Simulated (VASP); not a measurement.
# MnO (Fm-3m) in VASP: notebook

The runs below take MnO through single point, with r2SCAN, HF.

Program: VASP 6.6.1. These are calculated values, not measurements. Logs are shortened: lines on timing, memory, paths and dates and some standing lists are left out, and cuts for length are marked.

## (1) The cell of the first run

The structure is cubic, space group Fm-3m (No. 225). The conventional cell has a = 4.535 Å, b = 4.535 Å, c = 4.535 Å, α = 90.00°, β = 90.00°, γ = 90.00°. Within 3.0 Å of Mn (site symmetry m-3m) lie 6 O at 2.27 Å. O (site symmetry m-3m) has 6 Mn at 2.27 Å within 3.0 Å.

## (2) Single point, r2SCAN, collinear spin, ferromagnetic start

Contents of POSCAR:

```
MnO
1.0
    0.0000000000      2.2675248097      2.2675248097
    2.2675248097      0.0000000000      2.2675248097
    2.2675248097      2.2675248097      0.0000000000
Mn O
1 1
Direct
    0.0000000000      0.0000000000      0.0000000000
    0.5000000000      0.5000000000      0.5000000000
```

Contents of INCAR.step1:

```
  ALGO = Normal
  EDIFF = 1E-4
  ENCUT = 520
  GGA = PE
  ISMEAR = -1
  ISPIN = 2
  LASPH = True
  LCHARG = False
  LMAXMIX = 4
  LREAL = False
  LWAVE = True
  MAGMOM = 4 0
  NBANDS = 20
  NELM = 150
  PREC = Accurate
  SIGMA = 0.05
```

Contents of INCAR.step2:

```
  ALGO = Normal
  EDIFF = 1E-6
  ENCUT = 520
  ISIF = 2
  ISMEAR = -1
  ISPIN = 2
  ISTART = 1
  LASPH = True
  LCHARG = False
  LMAXMIX = 4
  LMIXTAU = True
  LORBIT = 11
  LREAL = False
  LWAVE = False
  MAGMOM = 4 0
  METAGGA = R2SCAN
  NBANDS = 20
  NELM = 150
  PREC = Accurate
  SIGMA = 0.05
```

Contents of KPOINTS:

```
k-points
0
Gamma
  10 10 10
```

Potentials or basis: VASP PAW PBE potentials, release 64 (Mn_pv, O).

The run is started by

```sh
cat potpaw_PBE.64/Mn_pv/POTCAR potpaw_PBE.64/O/POTCAR > POTCAR
cp INCAR.step1 INCAR
mpirun -np 1 vasp_std > vasp.out
cp INCAR.step2 INCAR
mpirun -np 1 vasp_std > vasp.out
```

OUTCAR:

```text
EDIFF = 1E-6
   ENCUT = 520
   ISIF = 2
   ISMEAR = -1
   ISPIN = 2
   ISTART = 1
   LASPH = True
   LORBIT = 11
   LREAL = False
   METAGGA = R2SCAN
   NELM = 150
   PREC = Accurate

 ion  position               nearest neighbor table
   1  0.000  0.000  0.000-   2 2.27   2 2.27   2 2.27   2 2.27   2 2.27   2 2.27
   2  0.500  0.500  0.500-   1 2.27   1 2.27   1 2.27   1 2.27   1 2.27   1 2.27

  LATTYP: Found a face centered cubic cell.
 ALAT       =     4.5350496194

  Lattice vectors:

 A1 = (   0.0000000000,   2.2675248097,   2.2675248097)
 A2 = (   2.2675248097,   0.0000000000,   2.2675248097)
 A3 = (   2.2675248097,   2.2675248097,   0.0000000000)

Analysis of symmetry for initial positions (statically):
=====================================================================
 Subroutine PRICEL returns:
 Original cell was already a primitive cell.

 Routine SETGRP: Setting up the symmetry group for a
 face centered cubic supercell.

 Subroutine GETGRP returns: Found 48 space group operations
 (whereof 48 operations were pure point group operations)
 out of a pool of 48 trial point group operations.

The static configuration has the point symmetry O_h .

Analysis of symmetry for dynamics (positions and initial velocities):
=====================================================================
 Subroutine PRICEL returns:
 Original cell was already a primitive cell.

 Routine SETGRP: Setting up the symmetry group for a
 face centered cubic supercell.

 Subroutine GETGRP returns: Found 48 space group operations
 (whereof 48 operations were pure point group operations)
 out of a pool of 48 trial point group operations.

The dynamic configuration has the point symmetry O_h .

Analysis of structural, dynamic, and magnetic symmetry:
=====================================================================
 Subroutine PRICEL returns:
 Original cell was already a primitive cell.

 Routine SETGRP: Setting up the symmetry group for a
 face centered cubic supercell.

 Subroutine GETGRP returns: Found 48 space group operations
 (whereof 48 operations were pure point group operations)
 out of a pool of 48 trial point group operations.

The overall configuration has the point symmetry O_h .

 Subroutine INISYM returns: Found 48 space group operations
 (whereof 48 operations are pure point group operations),
 and found     1 'primitive' translations

----------------------------------------------------------------------------------------

                                     Primitive cell

  volume of cell :      23.3177

  direct lattice vectors                    reciprocal lattice vectors
     0.000000000  2.267524810  2.267524810    -0.220504754  0.220504754  0.220504754
     2.267524810  0.000000000  2.267524810     0.220504754 -0.220504754  0.220504754
     2.267524810  2.267524810  0.000000000     0.220504754  0.220504754 -0.220504754

  length of vectors
     3.206764339  3.206764339  3.206764339     0.381925437  0.381925437  0.381925437

  position of ions in fractional coordinates (direct lattice)
     0.000000000  0.000000000  0.000000000
     0.500000000  0.500000000  0.500000000

  ion indices of the primitive-cell ions
   primitive index   ion index
                 1           1
                 2           2

----------------------------------------------------------------------------------------

 KPOINTS: k-points

Automatic generation of k-mesh.
 Grid dimensions read from file:
 generate k-points for:   10   10   10

 Generating k-lattice:

  Cartesian coordinates                     Fractional coordinates (reciprocal lattice)
    -0.022050475  0.022050475  0.022050475     0.100000000  0.000000000  0.000000000
     0.022050475 -0.022050475  0.022050475     0.000000000  0.100000000  0.000000000
     0.022050475  0.022050475 -0.022050475     0.000000000  0.000000000  0.100000000

  Length of vectors
     0.038192544  0.038192544  0.038192544

  Shift w.r.t. Gamma in fractional coordinates (k-lattice)
     0.000000000  0.000000000  0.000000000

 Subroutine IBZKPT returns following result:
 ===========================================

 Found     47 irreducible k-points:

 Following reciprocal coordinates:
            Coordinates               Weight
  0.000000  0.000000  0.000000      1.000000
  0.100000  0.000000  0.000000      8.000000
  0.200000  0.000000  0.000000      8.000000
  0.300000  0.000000  0.000000      8.000000
  0.400000  0.000000  0.000000      8.000000
  0.500000  0.000000  0.000000      4.000000
[... 16 lines left out ...]
  0.300000  0.300000  0.000000      6.000000
  0.400000  0.300000  0.000000     24.000000
 [... further k-points ...]
   k-points           NKPTS =     47   k-points in BZ     NKDIM =     47   number of bands    NBANDS=     20
   number of dos      NEDOS =    301   number of ions     NIONS =      2
   total plane-waves  NPLWV =  13824
   dimension x,y,z NGX =    24 NGY =   24 NGZ =   24
   dimension x,y,z NGXF=    48 NGYF=   48 NGZF=   48
   ions per type =               1   1
   NGX,Y,Z   is equivalent  to a cutoff of  12.44, 12.44, 12.44 a.u.
   NGXF,Y,Z  is equivalent  to a cutoff of  24.88, 24.88, 24.88 a.u.
 SYSTEM =  unknown system
   PREC   = accura    normal or accurate (medium, high low for compatibility)
   ISTART =      1    job   : 0-new  1-cont  2-samecut
   ICHARG =      0    charge: 1-file 2-atom 10-const
   ISPIN  =      2    spin polarized calculation?
   LNONCOLLINEAR =      F non collinear calculations
   LSORBIT =      F    spin-orbit coupling
   LASPH  =      T    aspherical Exc in radial PAW
   ENCUT  =  520.0 eV  38.22 Ry    6.18 a.u.   5.96  5.96  5.96*2*pi/ulx,y,z
   NELM   =    150;   NELMIN=  2; NELMDL=  0     # of ELM steps
   EDIFF  = 0.1E-05   stopping-criterion for ELM
   LREAL  =      F    real-space projection
   EDIFFG = 0.1E-04   stopping-criterion for IOM
   NSW    =      0    number of steps for IOM
   IBRION =     -1    ionic relax: 0-MD 1-quasi-New 2-CG
   NFREE  =      0    steps in history (QN), initial steepest desc. (CG)
   ISIF   =      2    stress and relaxation
   ISYM   =      2    0-nonsym 1-usesym 2-fastsym
   POTIM  = 0.5000    time-step for ionic-motion
   TEBEG  =    0.0;   TEEND  =   0.0 temperature during run
   PSTRESS=    0.0 pullay stress
   NELECT =      19.0000    total number of electrons
   NUPDOWN=      -1.0000    fix difference up-down
   EMIN   =  10.00;   EMAX   =-10.00  energy-range for DOS
   EFERMI =   0.00;   METHOD = LEGACY
   ISMEAR =    -1;   SIGMA  =   0.05  broadening in eV -4-tet -1-fermi 0-gaus
   EFERMI_NEDOS =   21; number of points for ismear=-14 and -15
   IALGO  =     38    algorithm
   IMIX   =      4    mixing-type and parameters
     AMIX     =   0.40;   BMIX     =  1.00
     AMIX_MAG =   1.60;   BMIX_MAG =  1.00
  volume/ion in A,a.u.               =      11.66        78.68
  Fermi-wavevector in a.u.,A,eV,Ry     =   1.529082  2.889545 31.811652  2.338090
  Thomas-Fermi vector in A             =   2.636752
   LORBIT       =     11    0 simple, 1 ext, 2 COOP (PROOUT), +10 PAW based schemes
   METAGGA = R2SCAN    functional components
   LHFCALC =     F    Hartree Fock is set to
   AEXX    =    0.0000 exact exchange contribution
   IVDW    =     0    specifies the selected vdW correction
   LEPSILON=     F    determine dielectric tensor
   LRPA    =     F    only Hartree local field effects (RPA)
 spin polarized calculation
  energy-cutoff  :      520.00
  volume of cell :       23.32
 maximum number of plane-waves:       636
   NGX = 11   NGY = 11   NGZ = 11

 number of electron      19.0000006 magnetization       4.9999967

 Free energy of the ion-electron system (eV)
  ---------------------------------------------------
  ext. energy  EPLUGINS =         0.00000000
  ---------------------------------------------------
  free energy    TOTEN  =       -24.45270229 eV

  energy without entropy =      -24.45243839  energy(sigma->0) =      -24.45257034

 E-fermi :   6.5927     XC(G=0): -12.1794

 val. band max:        6.4227258296   @ k =   0.5000   0.0000   0.0000
 cond. band min:       6.9624381527   @ k =   0.1000   0.0000   0.0000
 fundamental gap:      0.5397123231
 Fermi energy:         6.5926895632

 spin component 1

 k-point     1 :       0.0000    0.0000    0.0000
  band No.  band energies     occupation
      1     -46.0234      1.00000
      2     -46.0234      1.00000
      3     -46.0233      1.00000
      4     -14.1462      1.00000
      5       3.0489      1.00000
      6       3.0489      1.00000
[... 12 lines left out ...]
     19      26.1974      0.00000
     20      26.1974      0.00000
[... 507 lines left out ...]
 k-point    24 :       0.4000    0.3000    0.0000
  band No.  band energies     occupation
      1     -46.0570      1.00000
      2     -46.0378      1.00000
      3     -46.0364      1.00000
      4     -13.4539      1.00000
      5      -0.2318      1.00000
      6       1.5104      1.00000
[... 12 lines left out ...]
     19      31.0946      0.00000
     20      31.5709      0.00000

 [... further k-points ...]

 spin component 2

 k-point     1 :       0.0000    0.0000    0.0000
  band No.  band energies     occupation
      1     -39.6225      1.00000
      2     -39.6225      1.00000
      3     -39.6225      1.00000
      4     -13.6628      1.00000
      5       3.5637      1.00000
      6       3.5637      1.00000
[... 12 lines left out ...]
     19      29.3486      0.00000
     20      29.3488      0.00000
[... 507 lines left out ...]
 k-point    24 :       0.4000    0.3000    0.0000
  band No.  band energies     occupation
      1     -39.6697      1.00000
      2     -39.6423      1.00000
      3     -39.6404      1.00000
      4     -12.9400      1.00000
      5       0.6460      1.00000
      6       2.4832      1.00000
[... 12 lines left out ...]
     19      32.5055      0.00000
     20      34.5930      0.00000

 [... further k-points ...]

------------------------ aborting loop because EDIFF is reached ----------------------------------------

  FORCE on cell =-STRESS in cart. coord.  units (eV):
  Direction    XX          YY          ZZ          XY          YZ          ZX
  --------------------------------------------------------------------------------------
  -------------------------------------------------------------------------------------
  Total       -1.1984268     -1.1984268     -1.1984268      0.0000000     -0.0000000      0.0000000
  in kB      -82.3447587    -82.3447587    -82.3447587      0.0000000     -0.0000000      0.0000000
  external PRESSURE =     -82.3447587 kB  Pullay stress =       0.0000000 kB

 VOLUME and BASIS-vectors are now :
 -----------------------------------------------------------------------------
  energy-cutoff  :      520.00
  volume of cell :       23.32
      direct lattice vectors                 reciprocal lattice vectors
     0.000000000  2.267524810  2.267524810    -0.220504754  0.220504754  0.220504754
     2.267524810  0.000000000  2.267524810     0.220504754 -0.220504754  0.220504754
     2.267524810  2.267524810  0.000000000     0.220504754  0.220504754 -0.220504754

 POSITION                                       TOTAL-FORCE (eV/Angst)
 -----------------------------------------------------------------------------------
      0.00000      0.00000      0.00000         0.000000      0.000000      0.000000
      2.26752      2.26752      2.26752         0.000000      0.000000      0.000000
 -----------------------------------------------------------------------------------
    total drift:                                0.000000     -0.000000     -0.000000

  FREE ENERGIE OF THE ION-ELECTRON SYSTEM (eV)
  ---------------------------------------------------
  free  energy   TOTEN  =       -24.4527022868 eV

  energy  without entropy=      -24.4524383864  energy(sigma->0) =      -24.45257034

 total charge

# of ion       s       p       d       tot
------------------------------------------
    1        0.196   6.152   4.934  11.281
    2        1.558   3.442   0.000   5.000
--------------------------------------------------
tot          1.754   9.594   4.934  16.281

 magnetization (x)

# of ion       s       p       d       tot
------------------------------------------
    1        0.030   0.021   4.508   4.559
    2        0.029   0.184   0.000   0.213
--------------------------------------------------
tot          0.059   0.205   4.508   4.772
```

Run time: 46 s. Hardware: 1 thread of Intel Xeon 6975P-C (Granite Rapids), shared host; peak memory 0.17 GiB.

What came out:

```
Free energy                                           : -24.4527 eV
Pressure                                              : -8.2 GPa
Band gap on the k mesh                                : zero (filled and empty bands overlap)
Net moment                                            : 5.00 μB per cell
Site moments                                          : Mn +4.56; O +0.21 μB
Valence electrons inside the program's atomic spheres : Mn 11.28; O 5.00
```

Caveat: the cell stands under tension; the PAW data sets were made with another functional, which shifts forces and pressure a little; a cell with one magnetic atom can't hold antiferromagnetic order, which such compounds often take; semilocal functionals often make such compounds metallic where correlation or magnetic order opens a gap, which also shifts bond lengths. With open d or f shells a metallic result of r2SCAN can be an artefact of self-interaction; +U or a hybrid may open a gap.

(Part 1 of 2 ends here.)
